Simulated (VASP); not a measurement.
# Ir (Fm-3m) in VASP: single point with r2SCAN

Aim: the single point of Ir with r2SCAN.

All numbers are computed with VASP 6.6.1; they aren't measurements. Logs are shortened: lines on timing, memory, paths and dates and some standing lists are left out, and cuts for length are marked.

### Step 1. The cell of the first run

The structure is cubic, space group Fm-3m (No. 225). The conventional cell has a = 3.844 Å, b = 3.844 Å, c = 3.844 Å, α = 90.00°, β = 90.00°, γ = 90.00°. Within 3.6 Å of Ir (site symmetry m-3m) lie 12 Ir at 2.72 Å.

### Step 2. Single point, r2SCAN

Contents of POSCAR:

```
Ir
1.0
    0.0000000000      1.9221050600      1.9221050600
    1.9221050600      0.0000000000      1.9221050600
    1.9221050600      1.9221050600      0.0000000000
Ir
1
Direct
    0.0000000000      0.0000000000      0.0000000000
```

Contents of INCAR.step1:

```
PREC = Accurate
ENCUT = 620
ISMEAR = -1
SIGMA = 0.05
LREAL = False
LASPH = True
NELM = 120
NBANDS = 14
GGA = PE
ALGO = Normal
EDIFF = 1E-5
LWAVE = True
LCHARG = False
GGA_COMPAT = False
```

Contents of INCAR.step2:

```
PREC = Accurate
ENCUT = 620
EDIFF = 1E-6
ISMEAR = -1
SIGMA = 0.05
LREAL = False
LASPH = True
NELM = 120
ALGO = Normal
ISIF = 2
LWAVE = False
LCHARG = True
METAGGA = R2SCAN
LMIXTAU = True
LELF = True
LVHAR = True
NBANDS = 14
ISTART = 1
GGA_COMPAT = False
```

Contents of KPOINTS:

```
Automatic mesh
0
Gamma
  17 17 17
```

Potentials or basis: VASP PAW PBE potentials, release 64 (Ir_sv_GW).

The run is started by

```bash
$ cat potpaw_PBE.64/Ir_sv_GW/POTCAR > POTCAR
$ cp INCAR.step1 INCAR
$ mpirun -np 1 vasp_std > vasp.out
$ cp INCAR.step2 INCAR
$ mpirun -np 1 vasp_std > vasp.out
```

OUTCAR:

```text
PREC = Accurate
   ENCUT = 620
   EDIFF = 1E-6
   ISMEAR = -1
   LREAL = False
   LASPH = True
   NELM = 120
   ISIF = 2
   METAGGA = R2SCAN
   ISTART = 1

 ion  position               nearest neighbor table
   1  0.000  0.000  0.000-

  LATTYP: Found a face centered cubic cell.
 ALAT       =     3.8442101200

  Lattice vectors:

 A1 = (   0.0000000000,   1.9221050600,   1.9221050600)
 A2 = (   1.9221050600,   0.0000000000,   1.9221050600)
 A3 = (   1.9221050600,   1.9221050600,   0.0000000000)

Analysis of symmetry for initial positions (statically):
=====================================================================
 Subroutine PRICEL returns:
 Original cell was already a primitive cell.

 Routine SETGRP: Setting up the symmetry group for a
 face centered cubic supercell.

 Subroutine GETGRP returns: Found 48 space group operations
 (whereof 48 operations were pure point group operations)
 out of a pool of 48 trial point group operations.

The static configuration has the point symmetry O_h .

Analysis of symmetry for dynamics (positions and initial velocities):
=====================================================================
 Subroutine PRICEL returns:
 Original cell was already a primitive cell.

 Routine SETGRP: Setting up the symmetry group for a
 face centered cubic supercell.

 Subroutine GETGRP returns: Found 48 space group operations
 (whereof 48 operations were pure point group operations)
 out of a pool of 48 trial point group operations.

The dynamic configuration has the point symmetry O_h .

 Subroutine INISYM returns: Found 48 space group operations
 (whereof 48 operations are pure point group operations),
 and found     1 'primitive' translations

----------------------------------------------------------------------------------------

                                     Primitive cell

  volume of cell :      14.2024

  direct lattice vectors                    reciprocal lattice vectors
     0.000000000  1.922105060  1.922105060    -0.260131462  0.260131462  0.260131462
     1.922105060  0.000000000  1.922105060     0.260131462 -0.260131462  0.260131462
     1.922105060  1.922105060  0.000000000     0.260131462  0.260131462 -0.260131462

  length of vectors
     2.718267044  2.718267044  2.718267044     0.450560909  0.450560909  0.450560909

  position of ions in fractional coordinates (direct lattice)
     0.000000000  0.000000000  0.000000000

  ion indices of the primitive-cell ions
   primitive index   ion index
                 1           1

----------------------------------------------------------------------------------------

 KPOINTS: Automatic mesh

Automatic generation of k-mesh.
 Grid dimensions read from file:
 generate k-points for:   17   17   17

 Generating k-lattice:

  Cartesian coordinates                     Fractional coordinates (reciprocal lattice)
    -0.015301851  0.015301851  0.015301851     0.058823529  0.000000000  0.000000000
     0.015301851 -0.015301851  0.015301851     0.000000000  0.058823529  0.000000000
     0.015301851  0.015301851 -0.015301851     0.000000000  0.000000000  0.058823529

  Length of vectors
     0.026503583  0.026503583  0.026503583

  Shift w.r.t. Gamma in fractional coordinates (k-lattice)
     0.000000000  0.000000000  0.000000000

 Subroutine IBZKPT returns following result:
 ===========================================

 Found    165 irreducible k-points:

 Following reciprocal coordinates:
            Coordinates               Weight
  0.000000  0.000000  0.000000      1.000000
  0.058824  0.000000  0.000000      8.000000
  0.117647  0.000000  0.000000      8.000000
  0.176471  0.000000  0.000000      8.000000
  0.235294  0.000000  0.000000      8.000000
  0.294118  0.000000  0.000000      8.000000
[... 16 lines left out ...]
 -0.176471  0.058824  0.000000     24.000000
 -0.117647  0.058824  0.000000     24.000000
 [... further k-points ...]
   k-points           NKPTS =    165   k-points in BZ     NKDIM =    165   number of bands    NBANDS=     14
   number of dos      NEDOS =    301   number of ions     NIONS =      1
   total plane-waves  NPLWV =  13824
   dimension x,y,z NGX =    24 NGY =   24 NGZ =   24
   dimension x,y,z NGXF=    48 NGYF=   48 NGZF=   48
   ions per type =               1
   NGX,Y,Z   is equivalent  to a cutoff of  14.68, 14.68, 14.68 a.u.
   NGXF,Y,Z  is equivalent  to a cutoff of  29.36, 29.36, 29.36 a.u.
 SYSTEM =  unknown system
   PREC   = accura    normal or accurate (medium, high low for compatibility)
   ISTART =      1    job   : 0-new  1-cont  2-samecut
   ICHARG =      0    charge: 1-file 2-atom 10-const
   ISPIN  =      1    spin polarized calculation?
   LNONCOLLINEAR =      F non collinear calculations
   LSORBIT =      F    spin-orbit coupling
   LASPH  =      T    aspherical Exc in radial PAW
   ENCUT  =  620.0 eV  45.57 Ry    6.75 a.u.   5.52  5.52  5.52*2*pi/ulx,y,z
   NELM   =    120;   NELMIN=  2; NELMDL=  0     # of ELM steps
   EDIFF  = 0.1E-05   stopping-criterion for ELM
   LREAL  =      F    real-space projection
   EDIFFG = 0.1E-04   stopping-criterion for IOM
   NSW    =      0    number of steps for IOM
   IBRION =     -1    ionic relax: 0-MD 1-quasi-New 2-CG
   NFREE  =      0    steps in history (QN), initial steepest desc. (CG)
   ISIF   =      2    stress and relaxation
   ISYM   =      2    0-nonsym 1-usesym 2-fastsym
   POTIM  = 0.5000    time-step for ionic-motion
   TEBEG  =    0.0;   TEEND  =   0.0 temperature during run
   PSTRESS=    0.0 pullay stress
   NELECT =      17.0000    total number of electrons
   NUPDOWN=      -1.0000    fix difference up-down
   EMIN   =  10.00;   EMAX   =-10.00  energy-range for DOS
   EFERMI =   0.00;   METHOD = LEGACY
   ISMEAR =    -1;   SIGMA  =   0.05  broadening in eV -4-tet -1-fermi 0-gaus
   EFERMI_NEDOS =   21; number of points for ismear=-14 and -15
   IALGO  =     38    algorithm
   IMIX   =      4    mixing-type and parameters
     AMIX     =   0.40;   BMIX     =  1.00
     AMIX_MAG =   1.60;   BMIX_MAG =  1.00
  volume/ion in A,a.u.               =      14.20        95.84
  Fermi-wavevector in a.u.,A,eV,Ry     =   1.738217  3.284754 41.108625  3.021399
  Thomas-Fermi vector in A             =   2.811292
   LORBIT       =      0    0 simple, 1 ext, 2 COOP (PROOUT), +10 PAW based schemes
   METAGGA = R2SCAN    functional components
   LHFCALC =     F    Hartree Fock is set to
   AEXX    =    0.0000 exact exchange contribution
   IVDW    =     0    specifies the selected vdW correction
   LEPSILON=     F    determine dielectric tensor
   LRPA    =     F    only Hartree local field effects (RPA)
 non-spin polarized calculation
  energy-cutoff  :      620.00
  volume of cell :       14.20
 maximum number of plane-waves:       531
 NGX is ok and might be reduce to    24
   NGX = 11   NGY = 11   NGZ = 11

 number of electron      17.0000000 magnetization

 Free energy of the ion-electron system (eV)
  ---------------------------------------------------
  ext. energy  EPLUGINS =         0.00000000
  ---------------------------------------------------
  free energy    TOTEN  =       -52.91213212 eV

  energy without entropy =      -52.90526291  energy(sigma->0) =      -52.90869752

 E-fermi :  12.4836     XC(G=0): -15.8713

 val. band max:       12.4829575639   @ k =  -0.2353   0.3529   0.1176
 cond. band min:      12.5263015897   @ k =   0.4118   0.3529   0.0000
 fundamental gap:      0.0433440258
 Fermi energy:        12.4836039268

 k-point     1 :       0.0000    0.0000    0.0000
  band No.  band energies     occupation
      1     -82.4669      2.00000
      2     -38.2628      2.00000
      3     -38.2628      2.00000
      4     -38.2628      2.00000
      5       1.1273      2.00000
      6       8.6106      2.00000
      7       8.6106      2.00000
      8       8.6106      2.00000
      9      11.3022      2.00000
     10      11.3022      2.00000
     11      26.8656      0.00000
     12      32.6403      0.00000
     13      32.6403      0.00000
     14      32.6403      0.00000

 k-point     2 :       0.0588    0.0000    0.0000
  band No.  band energies     occupation
      1     -82.4645      2.00000
      2     -38.2921      2.00000
      3     -38.2667      2.00000
      4     -38.2667      2.00000
      5       1.2885      2.00000
      6       8.5234      2.00000
      7       8.6796      2.00000
      8       8.6796      2.00000
      9      11.2572      2.00000
     10      11.2572      2.00000
     11      27.1445      0.00000
     12      31.9353      0.00000
     13      32.9080      0.00000
     14      32.9080      0.00000

 k-point     3 :       0.1176    0.0000    0.0000
  band No.  band energies     occupation
      1     -82.4570      2.00000
      2     -38.3752      2.00000
      3     -38.2781      2.00000
      4     -38.2781      2.00000
      5       1.7528      2.00000
      6       8.3046      2.00000
      7       8.8557      2.00000
      8       8.8557      2.00000
      9      11.1648      2.00000
     10      11.1648      2.00000
     11      27.9017      0.00000
     12      30.4881      0.00000
     13      33.6869      0.00000
     14      33.6869      0.00000
[... 324 lines left out ...]
 k-point    23 :      -0.1765    0.0588    0.0000
  band No.  band energies     occupation
      1     -82.4401      2.00000
      2     -38.5553      2.00000
      3     -38.3298      2.00000
      4     -38.2937      2.00000
      5       2.8490      2.00000
      6       7.9053      2.00000
      7       9.1051      2.00000
      8       9.1639      2.00000
      9      10.8025      2.00000
     10      11.6107      2.00000
     11      28.3954      0.00000
     12      29.4870      0.00000
     13      34.2895      0.00000
     14      36.2452      0.00000

 k-point    24 :      -0.1176    0.0588    0.0000
  band No.  band energies     occupation
      1     -82.4518      2.00000
      2     -38.4255      2.00000
      3     -38.3061      2.00000
      4     -38.2777      2.00000
      5       2.1004      2.00000
      6       8.1133      2.00000
      7       8.9819      2.00000
      8       9.0135      2.00000
      9      10.8557      2.00000
     10      11.3898      2.00000
     11      28.4448      0.00000
     12      29.9748      0.00000
     13      33.3554      0.00000
     14      34.7155      0.00000

 [... further k-points ...]

------------------------ aborting loop because EDIFF is reached ----------------------------------------

  FORCE on cell =-STRESS in cart. coord.  units (eV):
  Direction    XX          YY          ZZ          XY          YZ          ZX
  --------------------------------------------------------------------------------------
  -------------------------------------------------------------------------------------
  Total       -0.0838196     -0.0838196     -0.0838196     -0.0000000     -0.0000000      0.0000000
  in kB       -9.4557280     -9.4557280     -9.4557280     -0.0000000     -0.0000000      0.0000000
  external PRESSURE =      -9.4557280 kB  Pullay stress =       0.0000000 kB

 VOLUME and BASIS-vectors are now :
 -----------------------------------------------------------------------------
  energy-cutoff  :      620.00
  volume of cell :       14.20
      direct lattice vectors                 reciprocal lattice vectors
     0.000000000  1.922105060  1.922105060    -0.260131462  0.260131462  0.260131462
     1.922105060  0.000000000  1.922105060     0.260131462 -0.260131462  0.260131462
     1.922105060  1.922105060  0.000000000     0.260131462  0.260131462 -0.260131462

 POSITION                                       TOTAL-FORCE (eV/Angst)
 -----------------------------------------------------------------------------------
      0.00000      0.00000      0.00000         0.000000      0.000000      0.000000
 -----------------------------------------------------------------------------------
    total drift:                               -0.000000      0.000000      0.000000

  FREE ENERGIE OF THE ION-ELECTRON SYSTEM (eV)
  ---------------------------------------------------
  free  energy   TOTEN  =       -52.9121321199 eV

  energy  without entropy=      -52.9052629128  energy(sigma->0) =      -52.90869752
```

Run time: 98 s. Hardware: 1 thread of Intel Xeon Platinum 8259CL at 2.50GHz (Skylake/Cascade Lake), shared host; peak memory 0.18 GiB.

What came out:

* Free energy: -52.9121 eV
* Pressure: -0.9 GPa
* Band gap on the k mesh: zero (an odd number of electrons rules out a gap without spin polarisation)

Levels at points of the mesh, in eV from the Fermi level:
| k point | band 6 | band 7 | band 8 | band 9 | band 10 | band 11 |
| --- | --- | --- | --- | --- | --- | --- |
| (0.00, 0.00, 0.00) | -3.87 | -3.87 | -3.87 | -1.18 | -1.18 | 14.38 |

Caveat: the PAW data sets were made with another functional, which shifts forces and pressure a little; spin-orbit coupling is left out, which moves the levels of the heavy elements.

The gap in the log of VASP goes by the Fermi energy; the results here count the filled bands.